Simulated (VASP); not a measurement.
# IrO (F-43m) in VASP: further runs

The runs below take IrO through single point, with PBE.

All numbers are computed with VASP 6.6.1; they aren't measurements. Logs are shortened: lines on timing, memory, paths and dates and some standing lists are left out, and cuts for length are marked.

## 1. The cell of the first run

It takes space group F-43m (No. 216, cubic). Conventional cell: a = 4.863 Å, b = 4.863 Å, c = 4.863 Å, α = 90.00°, β = 90.00°, γ = 90.00°. Ir (site symmetry -43m) has 4 O at 2.11 Å within 2.8 Å. Within 2.8 Å of O (site symmetry -43m) lie 4 Ir at 2.11 Å.

## 2. Single point, PBE

The input, INCAR:

```
  PREC = Accurate
  ENCUT = 520
  EDIFF = 1E-6
  ISMEAR = 0
  SIGMA = 0.1
  LREAL = False
  LASPH = True
  NELM = 80
  ALGO = Normal
  ISIF = 2
  LWAVE = False
  LCHARG = True
  GGA = PE
  LELF = True
  LVHAR = True
  NBANDS = 14
```

The input, KPOINTS:

```
regular mesh
0
Gamma
  16 16 16
```

The input, POSCAR:

```
IrO
1.0
    0.0000000000      2.4315151579      2.4315151579
    2.4315151579      0.0000000000      2.4315151579
    2.4315151579      2.4315151579      0.0000000000
Ir O
1 1
Direct
    0.0000000000      0.0000000000      0.0000000000
    0.2500000000      0.2500000000      0.2500000000
```

Potentials or basis: VASP PAW PBE potentials, release 64 (Ir, O).

Command:

```bash
cat potpaw_PBE.64/Ir/POTCAR potpaw_PBE.64/O/POTCAR > POTCAR
mpirun -np 1 vasp_std > vasp.out
```

OUTCAR:

```text
PREC = Accurate
   ENCUT = 520
   EDIFF = 1E-6
   ISMEAR = 0
   LREAL = False
   LASPH = True
   NELM = 80
   ISIF = 2
   GGA = PE

 ion  position               nearest neighbor table
   1  0.000  0.000  0.000-   2 2.11   2 2.11   2 2.11   2 2.11
   2  0.250  0.250  0.250-   1 2.11   1 2.11   1 2.11   1 2.11

  LATTYP: Found a face centered cubic cell.
 ALAT       =     4.8630303158

  Lattice vectors:

 A1 = (   0.0000000000,   2.4315151579,   2.4315151579)
 A2 = (   2.4315151579,   0.0000000000,   2.4315151579)
 A3 = (   2.4315151579,   2.4315151579,   0.0000000000)

Analysis of symmetry for initial positions (statically):
=====================================================================
 Subroutine PRICEL returns:
 Original cell was already a primitive cell.

 Routine SETGRP: Setting up the symmetry group for a
 face centered cubic supercell.

 Subroutine GETGRP returns: Found 24 space group operations
 (whereof 24 operations were pure point group operations)
 out of a pool of 48 trial point group operations.

The static configuration has the point symmetry T_d .

Analysis of symmetry for dynamics (positions and initial velocities):
=====================================================================
 Subroutine PRICEL returns:
 Original cell was already a primitive cell.

 Routine SETGRP: Setting up the symmetry group for a
 face centered cubic supercell.

 Subroutine GETGRP returns: Found 24 space group operations
 (whereof 24 operations were pure point group operations)
 out of a pool of 48 trial point group operations.

The dynamic configuration has the point symmetry T_d .

 Subroutine INISYM returns: Found 24 space group operations
 (whereof 24 operations are pure point group operations),
 and found     1 'primitive' translations

----------------------------------------------------------------------------------------

                                     Primitive cell

  volume of cell :      28.7515

  direct lattice vectors                    reciprocal lattice vectors
     0.000000000  2.431515158  2.431515158    -0.205633100  0.205633100  0.205633100
     2.431515158  0.000000000  2.431515158     0.205633100 -0.205633100  0.205633100
     2.431515158  2.431515158  0.000000000     0.205633100  0.205633100 -0.205633100

  length of vectors
     3.438681713  3.438681713  3.438681713     0.356166977  0.356166977  0.356166977

[... 84 lines left out ...]
   IBRION =     -1    ionic relax: 0-MD 1-quasi-New 2-CG
   NFREE  =      0    steps in history (QN), initial steepest desc. (CG)
   ISIF   =      2    stress and relaxation
   ISYM   =      2    0-nonsym 1-usesym 2-fastsym
   POTIM  = 0.5000    time-step for ionic-motion
   TEBEG  =    0.0;   TEEND  =   0.0 temperature during run
   PSTRESS=    0.0 pullay stress
   NELECT =      15.0000    total number of electrons
   NUPDOWN=      -1.0000    fix difference up-down
   EMIN   =  10.00;   EMAX   =-10.00  energy-range for DOS
   EFERMI =   0.00;   METHOD = LEGACY
   ISMEAR =     0;   SIGMA  =   0.10  broadening in eV -4-tet -1-fermi 0-gaus
   EFERMI_NEDOS =   21; number of points for ismear=-14 and -15
   IALGO  =     38    algorithm
   IMIX   =      4    mixing-type and parameters
     AMIX     =   0.40;   BMIX     =  1.00
     AMIX_MAG =   1.60;   BMIX_MAG =  1.00
  volume/ion in A,a.u.               =      14.38        97.01
  Fermi-wavevector in a.u.,A,eV,Ry     =   1.317908  2.490484 23.631690  1.736880
  Thomas-Fermi vector in A             =   2.447915
   LORBIT       =      0    0 simple, 1 ext, 2 COOP (PROOUT), +10 PAW based schemes
   GGA     = PE    functional components
   LHFCALC =     F    Hartree Fock is set to
   AEXX    =    0.0000 exact exchange contribution
   IVDW    =     0    specifies the selected vdW correction
   LEPSILON=     F    determine dielectric tensor
   LRPA    =     F    only Hartree local field effects (RPA)
 non-spin polarized calculation
 Gauss-broadening in eV      SIGMA  =   0.10
  energy-cutoff  :      520.00
  volume of cell :       28.75
 maximum number of plane-waves:       787
 NGX is ok and might be reduce to    28
   NGX = 13   NGY = 13   NGZ = 13

 number of electron      15.0000001 magnetization

 Free energy of the ion-electron system (eV)
  ---------------------------------------------------
  ext. energy  EPLUGINS =         0.00000000
  ---------------------------------------------------
  free energy    TOTEN  =       -12.41937857 eV

  energy without entropy =      -12.40849337  energy(sigma->0) =      -12.41393597

 E-fermi :   5.6072     XC(G=0): -11.4526

 val. band max:        5.6061360389   @ k =  -0.4375   0.2500   0.0000
 cond. band min:       5.6137862511   @ k =  -0.4375   0.4375   0.0625
 fundamental gap:      0.0076502122
 Fermi energy:         5.6071697578

 k-point     1 :       0.0000    0.0000    0.0000
  band No.  band energies     occupation
      1     -15.3168      2.00000
      2      -1.9130      2.00000
      3      -1.9130      2.00000
      4      -1.9130      2.00000
      5       3.2726      2.00000
      6       3.5668      2.00000
      7       3.5668      2.00000
      8       7.1139      0.00000
      9       7.1139      0.00000
     10       7.1139      0.00000
     11      18.4238      0.00000
     12      18.4238      0.00000
     13      18.4238      0.00000
     14      22.1560      0.00000
[... 377 lines left out ...]
      1     -15.2748      2.00000
      2      -2.0294      2.00000
      3      -1.8678      2.00000
      4      -1.8440      2.00000
      5       3.4764      2.00000
      6       3.5723      2.00000
      7       3.7103      2.00000
      8       6.9032      0.00000
      9       7.0330      0.00000
     10       7.1271      0.00000
     11      17.2509      0.00000
     12      18.1167      0.00000
     13      18.7671      0.00000
     14      22.3203      0.00000

 [... further k-points ...]
[... 5 lines left out ...]
  --------------------------------------------------------------------------------------
  -------------------------------------------------------------------------------------
  Total       -1.4871809     -1.4871809     -1.4871809      0.0000000      0.0000000      0.0000000
  in kB      -82.8730753    -82.8730753    -82.8730753      0.0000000      0.0000000      0.0000000
  external PRESSURE =     -82.8730753 kB  Pullay stress =       0.0000000 kB

 VOLUME and BASIS-vectors are now :
 -----------------------------------------------------------------------------
  energy-cutoff  :      520.00
  volume of cell :       28.75
      direct lattice vectors                 reciprocal lattice vectors
     0.000000000  2.431515158  2.431515158    -0.205633100  0.205633100  0.205633100
     2.431515158  0.000000000  2.431515158     0.205633100 -0.205633100  0.205633100
     2.431515158  2.431515158  0.000000000     0.205633100  0.205633100 -0.205633100

 POSITION                                       TOTAL-FORCE (eV/Angst)
 -----------------------------------------------------------------------------------
      0.00000      0.00000      0.00000         0.000000      0.000000      0.000000
      1.21576      1.21576      1.21576        -0.000000     -0.000000     -0.000000
 -----------------------------------------------------------------------------------
    total drift:                                0.000000      0.000000     -0.000000

  FREE ENERGIE OF THE ION-ELECTRON SYSTEM (eV)
  ---------------------------------------------------
  free  energy   TOTEN  =       -12.4193785747 eV

  energy  without entropy=      -12.4084933707  energy(sigma->0) =      -12.41393597
```

stdout:

```text
POSCAR found type information on POSCAR IrO
 POSCAR found :  2 types and       2 ions
 scaLAPACK will be used
 LDA part: xc-table for (Slater+PW92), standard interpolation
 POSCAR, INCAR and KPOINTS ok, starting setup
 FFT: planning ... GRIDC
 FFT: planning ... GRID_SOFT
 FFT: planning ... GRID
 WAVECAR not read
 entering main loop
```

Run time: 29 s. Hardware: 1 thread of Intel Xeon 6975P-C (Granite Rapids), shared host; peak memory 0.2 GiB.

Results:

```yaml
Free_energy: -12.4194 eV
Pressure: -8.3 GPa
```

Caveat: spin-orbit coupling is left out, which moves the levels of the heavy elements; an odd number of electrons without spin polarisation forces a metal; a magnetic or distorted state may lie lower.

## 3. Single point, PBE

This run uses another cell than the first one, of 15.19 Å³/atom, 1.057 times its volume.

The input, INCAR:

```
SYSTEM = IrO
ALGO     = Normal         ! electronic algorithm
EDIFF    = 1E-6           ! SCF threshold, eV
ENCUT    = 520            ! plane-wave cutoff, eV
GGA      = PE             ! functional
ISIF     = 2              ! what is computed and relaxed
ISMEAR   = 0              ! smearing method
LASPH    = .True.         ! aspherical terms in the spheres
LCHARG   = .False.        ! write CHGCAR
LREAL    = .False.        ! projectors in reciprocal space
LWAVE    = .False.        ! write WAVECAR
NBANDS   = 14             ! bands
NELM     = 60             ! most SCF steps
PREC     = Accurate       ! precision mode
SIGMA    = 0.1            ! smearing width, eV
```

The input, KPOINTS:

```
k-points
0
Gamma
  16 16 16
  0 0 0
```

The input, POSCAR:

```
IrO
1.0
    0.0000000000      2.4765534208      2.4765534208
    2.4765534208      0.0000000000      2.4765534208
    2.4765534208      2.4765534208      0.0000000000
Ir O
1 1
Direct
    0.0000000000      0.0000000000      0.0000000000
    0.2500000000      0.2500000000      0.2500000000
```

Potentials or basis: VASP PAW PBE potentials, release 64 (Ir, O).

Command:

```bash
cat potpaw_PBE.64/Ir/POTCAR potpaw_PBE.64/O/POTCAR > POTCAR
mpirun -np 1 vasp_std > vasp.out
```

It took 27 s on 1 thread of Intel Xeon 6975P-C (Granite Rapids), shared host; peak memory 0.21 GiB.

It converged, with:

```yaml
Free_energy: -12.3015 eV
Pressure: -14.8 GPa
```

Levels at points of the mesh, in eV from the Fermi level:
| k point | band 4 | band 5 | band 6 | band 7 | band 8 | band 9 | band 10 | band 11 |
| --- | --- | --- | --- | --- | --- | --- | --- | --- |
| (0.00, 0.00, 0.00) | -7.00 | -2.19 | -1.84 | -1.84 | 1.42 | 1.42 | 1.42 | 12.59 |
| (0.50, 0.00, 0.00) | -6.58 | -1.77 | -1.56 | -1.56 | 0.45 | 0.45 | 3.08 | 5.40 |
| (0.50, 0.50, 0.00) | -5.83 | -2.75 | -1.42 | -1.16 | -0.35 | -0.35 | 5.62 | 6.14 |

Caveat: spin-orbit coupling is left out, which moves the levels of the heavy elements; an odd number of electrons without spin polarisation forces a metal; a magnetic or distorted state may lie lower.
